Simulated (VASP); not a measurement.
# Cr (P6_3/mmc) in VASP: a series of runs

The runs below take Cr through single point, with PBEsol.

All numbers are computed with VASP 6.6.1; they aren't measurements. Logs are shortened: lines on timing, memory, paths and dates and some standing lists are left out, and cuts for length are marked.

### Step 1. The cell of the first run

The structure is hexagonal, space group P6_3/mmc (No. 194). Conventional cell: a = 2.468 Å, b = 2.468 Å, c = 8.696 Å, α = 90.00°, β = 90.00°, γ = 120.00°. Within 3.3 Å of Cr (site symmetry -3m) lie 12 Cr at 2.47 to 2.60 Å. Cr (site symmetry -6m2) has 12 Cr at 2.47 to 2.60 Å within 3.3 Å.

This isn't the form of Cr at room conditions, which is bcc.

### Step 2. Single point, PBEsol, collinear spin, ferromagnetic start

Contents of INCAR:

```
SYSTEM = Cr
PREC = Accurate
ENCUT = 520
EDIFF = 1E-7
ISMEAR = -1
SIGMA = 0.05
LREAL = .FALSE.
LASPH = .TRUE.
NELM = 150
ALGO = Normal
ISIF = 2
LWAVE = .FALSE.
LCHARG = .FALSE.
ISPIN = 2
MAGMOM = 1.5 1.5 1.5 1.5
LORBIT = 11
LMAXMIX = 4
GGA = PS
NBANDS = 36
```

Contents of KPOINTS:

```
regular mesh
0
G
  19 19 5
  0 0 0
```

Contents of POSCAR:

```
Cr
1.0
    2.4682721124      0.0000000000      0.0000000000
   -1.2341360562      2.1375863528      0.0000000000
    0.0000000000      0.0000000000      8.6964411738
Cr
4
Direct
    0.0000000000      1.0000000000      1.0000000000
    0.0000000000      0.0000000000      0.5000000000
    0.3333333333      0.6666666667      0.2500000000
    0.6666666667      0.3333333333      0.7500000000
```

Potentials or basis: VASP PAW PBE potentials, release 64 (Cr_pv).

Command:

```bash
$ cat potpaw_PBE.64/Cr_pv/POTCAR > POTCAR
$ mpirun -np 1 vasp_std > vasp.out
```

OUTCAR:

```text
SYSTEM = Cr
   PREC = Accurate
   ENCUT = 520
   EDIFF = 1E-7
   ISMEAR = -1
   LREAL = .FALSE.
   LASPH = .TRUE.
   NELM = 150
   ISIF = 2
   ISPIN = 2
   LORBIT = 11
   GGA = PS

 ion  position               nearest neighbor table
   1  0.000  0.000  0.000-   3 2.60   4 2.60   4 2.60   3 2.60   4 2.60   3 2.60
   2  0.000  0.000  0.500-   3 2.60   4 2.60   4 2.60   3 2.60   4 2.60   3 2.60
   3  0.333  0.667  0.250-   1 2.60   2 2.60   1 2.60   2 2.60   1 2.60   2 2.60
   4  0.667  0.333  0.750-   1 2.60   2 2.60   1 2.60   2 2.60   1 2.60   2 2.60

  LATTYP: Found a hexagonal cell.
 ALAT       =     2.4682721124
 C/A-ratio  =     3.5232911032

  Lattice vectors:

 A1 = (   2.4682721124,   0.0000000000,   0.0000000000)
 A2 = (  -1.2341360562,   2.1375863528,   0.0000000000)
 A3 = (   0.0000000000,   0.0000000000,   8.6964411738)

Analysis of symmetry for initial positions (statically):
=====================================================================
 Subroutine PRICEL returns:
 Original cell was already a primitive cell.

 Routine SETGRP: Setting up the symmetry group for a
 hexagonal supercell.

 Subroutine GETGRP returns: Found 24 space group operations
 (whereof 12 operations were pure point group operations)
 out of a pool of 24 trial point group operations.

The static configuration has the point symmetry D_3d.
 The point group associated with its full space group is D_6h.

Analysis of symmetry for dynamics (positions and initial velocities):
=====================================================================
 Subroutine PRICEL returns:
 Original cell was already a primitive cell.

 Routine SETGRP: Setting up the symmetry group for a
 hexagonal supercell.

 Subroutine GETGRP returns: Found 24 space group operations
 (whereof 12 operations were pure point group operations)
 out of a pool of 24 trial point group operations.

The dynamic configuration has the point symmetry D_3d.
 The point group associated with its full space group is D_6h.

Analysis of structural, dynamic, and magnetic symmetry:
=====================================================================
 Subroutine PRICEL returns:
 Original cell was already a primitive cell.

 Routine SETGRP: Setting up the symmetry group for a
 hexagonal supercell.

 Subroutine GETGRP returns: Found 24 space group operations
 (whereof 12 operations were pure point group operations)
 out of a pool of 24 trial point group operations.

The overall configuration has the point symmetry D_3d.
 The point group associated with its full space group is D_6h.

[... 124 lines left out ...]
  Fermi-wavevector in a.u.,A,eV,Ry     =   1.661891  3.140518 37.577673  2.761881
  Thomas-Fermi vector in A             =   2.748876
   LORBIT       =     11    0 simple, 1 ext, 2 COOP (PROOUT), +10 PAW based schemes
   GGA     = PS    functional components
   LHFCALC =     F    Hartree Fock is set to
   AEXX    =    0.0000 exact exchange contribution
   IVDW    =     0    specifies the selected vdW correction
   LEPSILON=     F    determine dielectric tensor
   LRPA    =     F    only Hartree local field effects (RPA)
 spin polarized calculation
  energy-cutoff  :      520.00
  volume of cell :       45.88
 maximum number of plane-waves:      1256
   NGX =  9   NGY =  9   NGZ = 33

 number of electron      48.0000003 magnetization       0.0000349

 Free energy of the ion-electron system (eV)
  ---------------------------------------------------
  ext. energy  EPLUGINS =         0.00000000
  ---------------------------------------------------
  free energy    TOTEN  =       -39.36464585 eV

  energy without entropy =      -39.31330461  energy(sigma->0) =      -39.33897523

 E-fermi :  10.7296     XC(G=0): -13.8557

 val. band max:       10.7289500468   @ k =   0.2632  -0.0000   0.2000
 cond. band min:      10.7344208863   @ k =   0.3158   0.1053   0.4000
 fundamental gap:      0.0054708395
 Fermi energy:        10.7296430170

 spin component 1

 k-point     1 :       0.0000    0.0000    0.0000
  band No.  band energies     occupation
      1     -32.4186      1.00000
      2     -32.0330      1.00000
      3     -32.0236      1.00000
      4     -31.6229      1.00000
      5     -31.5059      1.00000
      6     -31.5059      1.00000
[... 925 lines left out ...]
     35      14.3784      0.00000
     36      18.2092      0.00000

 [... further k-points ...]

 spin component 2

 k-point     1 :       0.0000    0.0000    0.0000
  band No.  band energies     occupation
      1     -32.4186      1.00000
      2     -32.0330      1.00000
      3     -32.0235      1.00000
      4     -31.6229      1.00000
      5     -31.5059      1.00000
      6     -31.5059      1.00000
[... 925 lines left out ...]
     35      14.3784      0.00000
     36      18.2040      0.00000

 [... further k-points ...]
[... 5 lines left out ...]
  --------------------------------------------------------------------------------------
  -------------------------------------------------------------------------------------
  Total       -0.1280579     -0.1280579     -0.1107626      0.0000000      0.0000000     -0.0000000
  in kB       -4.4715562     -4.4715562     -3.8676335      0.0000000      0.0000000     -0.0000000
  external PRESSURE =      -4.2702487 kB  Pullay stress =       0.0000000 kB

 VOLUME and BASIS-vectors are now :
 -----------------------------------------------------------------------------
  energy-cutoff  :      520.00
  volume of cell :       45.88
      direct lattice vectors                 reciprocal lattice vectors
     2.468272112  0.000000000  0.000000000     0.405141716  0.233908679  0.000000000
    -1.234136056  2.137586353  0.000000000     0.000000000  0.467817358  0.000000000
     0.000000000  0.000000000  8.696441174     0.000000000  0.000000000  0.114989566

 POSITION                                       TOTAL-FORCE (eV/Angst)
 -----------------------------------------------------------------------------------
      0.00000      0.00000      0.00000         0.000000      0.000000      0.000000
      0.00000      0.00000      4.34822         0.000000      0.000000      0.000000
     -0.00000      1.42506      2.17411        -0.000000     -0.000000     -0.000000
      1.23414      0.71253      6.52233         0.000000      0.000000      0.000000
 -----------------------------------------------------------------------------------
    total drift:                                0.000000     -0.000000      0.000000

  FREE ENERGIE OF THE ION-ELECTRON SYSTEM (eV)
  ---------------------------------------------------
  free  energy   TOTEN  =       -39.3646458488 eV

  energy  without entropy=      -39.3133046099  energy(sigma->0) =      -39.33897523

 total charge

# of ion       s       p       d       tot
------------------------------------------
    1        0.445   6.397   4.253  11.095
    2        0.445   6.397   4.253  11.095
    3        0.445   6.398   4.248  11.091
    4        0.445   6.398   4.248  11.091
--------------------------------------------------
tot          1.781  25.589  17.003  44.373

 magnetization (x)

# of ion       s       p       d       tot
------------------------------------------
    1       -0.000   0.000   0.000   0.000
    2       -0.000   0.000   0.000   0.000
    3       -0.000  -0.000   0.000  -0.000
    4       -0.000  -0.000   0.000  -0.000
--------------------------------------------------
tot         -0.000   0.000   0.000   0.000
```

OSZICAR:

```text
N       E                     dE             d eps       ncg     rms          rms(c)
DAV:   1     0.596510043611E+03    0.59651E+03   -0.26267E+04 17336   0.167E+03
DAV:   2    -0.143016581364E+02   -0.61081E+03   -0.58661E+03 17396   0.509E+02
[... 11 lines left out ...]
DAV:  14    -0.393646366744E+02    0.18631E-04   -0.40957E-05 19292   0.587E-02    0.351E-02
DAV:  15    -0.393646430185E+02   -0.63441E-05   -0.74788E-06 23184   0.267E-02    0.135E-02
DAV:  16    -0.393646448481E+02   -0.18296E-05   -0.12806E-06 19564   0.930E-03    0.541E-03
DAV:  17    -0.393646456684E+02   -0.82030E-06   -0.12356E-07 10420   0.270E-03    0.227E-03
DAV:  18    -0.393646458814E+02   -0.21300E-06   -0.38664E-08  9948   0.233E-03    0.431E-04
DAV:  19    -0.393646458488E+02    0.32659E-07   -0.11567E-08  9844   0.772E-04
   1 F= -.39364646E+02 E0= -.39338975E+02  d E =-.513412E-01  mag=     0.0000
```

stdout:

```text
POSCAR found type information on POSCAR Cr
 POSCAR found :  1 types and       4 ions
 scaLAPACK will be used
 -----------------------------------------------------------------------------
|                                                                             |
|                                                                             |
|     You enforced a specific xc type in the INCAR file but a different       |
|     I HOPE YOU KNOW WHAT YOU ARE DOING!                                     |
|                                                                             |
 -----------------------------------------------------------------------------

 LDA part: xc-table for (Slater+PW92), standard interpolation
 POSCAR, INCAR and KPOINTS ok, starting setup
 FFT: planning ... GRIDC
 FFT: planning ... GRID_SOFT
 FFT: planning ... GRID
 WAVECAR not read
 entering main loop
```

It took 7 min on 1 thread of Intel Xeon Platinum 8259CL at 2.50GHz (Skylake/Cascade Lake), shared host; peak memory 0.36 GiB.

Results:

* Free energy: -39.3646 eV
* Pressure: -0.4 GPa
* Band gap on the k mesh: zero (filled and empty bands overlap)
* Net moment: 0.00 μB per cell
* Valence electrons inside the program's atomic spheres: Cr 11.10, 11.09 (each value once)

Levels at points of the mesh, in eV from the Fermi level:
Spin up:
| k point | band 22 | band 23 | band 24 | band 25 | band 26 | band 27 |
| --- | --- | --- | --- | --- | --- | --- |
| (0.00, 0.00, 0.00) | -0.38 | -0.38 | -0.21 | -0.21 | -0.09 | -0.09 |
Spin down:
```tsv
k point	band 22	band 23	band 24	band 25	band 26	band 27
(0.00, 0.00, 0.00)	-0.38	-0.38	-0.21	-0.21	-0.09	-0.09
```

Caveat: the moments typed at the start vanished in this run; the PAW data sets were made with another functional, which shifts forces and pressure a little.

### Step 3. Single point, PBEsol, collinear spin, antiferromagnetic start (12.85 Å³/atom)

This run uses another cell than the first one, of 12.85 Å³/atom.

Contents of INCAR:

```
  PREC = Accurate
  ENCUT = 520
  EDIFF = 1E-7
  ISMEAR = -1
  SIGMA = 0.05
  LREAL = F
  LASPH = T
  NELM = 150
  ALGO = Normal
  ISIF = 2
  LWAVE = F
  LCHARG = F
  ISPIN = 2
  MAGMOM = 1.5 1.5 -1.5 -1.5
  LORBIT = 11
  LMAXMIX = 4
  GGA = PS
  NBANDS = 36
```

Contents of KPOINTS:

```
Automatic mesh
0
Gamma
  16 16 4
```

Contents of POSCAR:

```
Cr
1.0
    2.5632975878      0.0000000000      0.0000000000
   -1.2816487939      2.2198808285      0.0000000000
    0.0000000000      0.0000000000      9.0312439965
Cr
4
Direct
    1.0000000000      0.0000000000      0.0000000000
    0.0000000000      0.0000000000      0.5000000000
    0.3333333333      0.6666666667      0.2500000000
    0.6666666667      0.3333333333      0.7500000000
```

Potentials or basis: VASP PAW PBE potentials, release 64 (Cr_pv).

Command:

```bash
$ cat potpaw_PBE.64/Cr_pv/POTCAR > POTCAR
$ mpirun -np 1 vasp_std > vasp.out
```

OUTCAR:

```text
PREC = Accurate
   ENCUT = 520
   EDIFF = 1E-7
   ISMEAR = -1
   LREAL = F
   LASPH = T
   NELM = 150
   ISIF = 2
   ISPIN = 2
   LORBIT = 11
   GGA = PS

 ion  position               nearest neighbor table
   1  0.000  0.000  0.000-   3 2.70   4 2.70   4 2.70   3 2.70   4 2.70   3 2.70
   2  0.000  0.000  0.500-   3 2.70   4 2.70   4 2.70   3 2.70   4 2.70   3 2.70
   3  0.333  0.667  0.250-   1 2.70   2 2.70   1 2.70   2 2.70   1 2.70   2 2.70
   4  0.667  0.333  0.750-   1 2.70   2 2.70   1 2.70   2 2.70   1 2.70   2 2.70

  LATTYP: Found a hexagonal cell.
 ALAT       =     2.5632975878
 C/A-ratio  =     3.5232912634
[... 2106 lines left out ...]
     2.563297588  0.000000000  0.000000000     0.390122475  0.225237316  0.000000000
    -1.281648794  2.219880829  0.000000000     0.000000000  0.450474632  0.000000000
     0.000000000  0.000000000  9.031243997     0.000000000  0.000000000  0.110726717

 POSITION                                       TOTAL-FORCE (eV/Angst)
 -----------------------------------------------------------------------------------
      0.00000      0.00000      0.00000        -0.000000      0.000000     -0.000000
      0.00000      0.00000      4.51562        -0.000000      0.000000     -0.000000
     -0.00000      1.47992      2.25781         0.000000      0.000000      0.000000
      1.28165      0.73996      6.77343        -0.000000      0.000000      0.000000
 -----------------------------------------------------------------------------------
    total drift:                                0.000000     -0.000000      0.000000

  FREE ENERGIE OF THE ION-ELECTRON SYSTEM (eV)
  ---------------------------------------------------
  free  energy   TOTEN  =       -38.9147056209 eV

  energy  without entropy=      -38.8563300245  energy(sigma->0) =      -38.88551782

 total charge

# of ion       s       p       d       tot
------------------------------------------
    1        0.406   6.332   4.128  10.867
    2        0.406   6.332   4.128  10.867
    3        0.407   6.334   4.123  10.863
    4        0.407   6.334   4.123  10.863
--------------------------------------------------
tot          1.626  25.332  16.502  43.460

 magnetization (x)

# of ion       s       p       d       tot
------------------------------------------
    1       -0.000  -0.000  -0.000  -0.000
    2       -0.000  -0.000  -0.000  -0.000
    3       -0.000   0.000   0.000   0.000
    4       -0.000   0.000   0.000   0.000
--------------------------------------------------
tot         -0.000  -0.000   0.000   0.000
```

stdout:

```text
POSCAR found type information on POSCAR Cr
 POSCAR found :  1 types and       4 ions
 scaLAPACK will be used
 -----------------------------------------------------------------------------
|                                                                             |
|                                                                             |
|     You enforced a specific xc type in the INCAR file but a different       |
|     I HOPE YOU KNOW WHAT YOU ARE DOING!                                     |
|                                                                             |
 -----------------------------------------------------------------------------

 LDA part: xc-table for (Slater+PW92), standard interpolation
 POSCAR, INCAR and KPOINTS ok, starting setup
 FFT: planning ... GRIDC
 FFT: planning ... GRID_SOFT
 FFT: planning ... GRID
 WAVECAR not read
 entering main loop
```

Wall time 8.4 min (1 thread of Intel Xeon 8259CL, shared host); peak memory 0.34 GiB.

What came out:

- Free energy: -38.9147 eV
- Pressure: -23.5 GPa
- Band gap on the k mesh: zero (filled and empty bands overlap)
- Net moment: 0.00 μB per cell
- Valence electrons inside the program's atomic spheres: Cr 10.87, 10.86 (each value once)

Stress tensor (GPa, compression positive):
```
-24.12   0.00   0.00
  0.00 -24.12   0.00
  0.00   0.00 -22.15
```

Levels at points of the mesh, in eV from the Fermi level:
Spin up:
```csv
k point,band 22,band 23,band 24,band 25,band 26,band 27
"(0.00, 0.00, 0.00)",-0.30,-0.30,-0.15,-0.15,-0.14,-0.05
"(0.50, 0.00, 0.00)",-0.27,-0.19,0.82,0.83,1.56,2.08
"(0.00, 0.00, 0.50)",-0.31,-0.31,-0.31,-0.14,-0.14,-0.14
"(0.50, 0.00, 0.50)",0.08,0.09,0.09,0.57,0.57,1.68
```
Spin down:
```tsv
k point	band 21	band 22	band 23	band 24	band 25	band 26	band 27	band 28
(0.00, 0.00, 0.00)	-0.38	-0.30	-0.30	-0.15	-0.15	-0.14	-0.05	-0.05
(0.50, 0.00, 0.00)	-0.70	-0.27	-0.19	0.82	0.83	1.56	2.08	2.09
(0.00, 0.00, 0.50)	-0.31	-0.31	-0.31	-0.31	-0.14	-0.14	-0.14	-0.14
(0.50, 0.00, 0.50)	0.08	0.08	0.09	0.09	0.57	0.57	1.68	1.68
```

Caveat: the cell stands under tension; the moments typed at the start vanished in this run; the PAW data sets were made with another functional, which shifts forces and pressure a little.
